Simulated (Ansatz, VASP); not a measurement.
One calculation of Hf, two programs

The input INCAR:

```
ALGO = Normal
EDIFF = 1E-7
ENCUT = 520
GGA = PE
ISIF = 2
ISMEAR = -1
LASPH = True
LCHARG = False
LREAL = False
LWAVE = False
NBANDS = 11
NELM = 80
PREC = Accurate
SIGMA = 0.03
```

File KPOINTS:

```
k-points
0
Gamma
  16 16 16
```

POSCAR

```
Hf
1.0
    0.0000000000      2.2347024152      2.2347024152
    2.2347024152      0.0000000000      2.2347024152
    2.2347024152      2.2347024152      0.0000000000
Hf
1
Direct
    0.0000000000      0.0000000000      0.0000000000
```

Input for Ansatz:

```yaml
crystal:
  lattice:
    - [0.0, 2.2347024152, 2.2347024152]
    - [2.2347024152, 0.0, 2.2347024152]
    - [2.2347024152, 2.2347024152, 0.0]
  atoms:
    - { symbol: Hf, position: [0.0, 0.0, 0.0] }
kpoints:
  mp_grid: { grid: [16, 16, 16] }
scf:
  occupations: { method: fermi_dirac, width: 0.03 }
hamiltonian:
  xc: pbe
  pseudopotentials: { kind: all_electron, lapw: { basis_error: 0.00025 } }
output:
  forces: true
  stress: true
  eigenvalues: true
```

Change from the starting cell: volume scaled by 1.02.

Alike in both runs: task single point; functional PBE; k mesh 16 × 16 × 16; occupations fermi-dirac, width 0.03 eV; no spin polarisation.

|  | VASP | Ansatz |
| --- | --- | --- |
| version | VASP 6.6.1 | Ansatz 0.2.0 |
| potentials or method | VASP PAW PBE potentials, release 64 (Hf_pv), cutoff 520 eV | all-electron LAPW, scalar-relativistic |

|  | VASP | Ansatz | Ansatz less VASP |
| --- | --- | --- | --- |
| pressure (GPa) | 0.6 | 1.1 | +0.48 |

Ansatz ran all-electron here, and VASP with PAW potentials.

Spin-orbit coupling is off throughout.
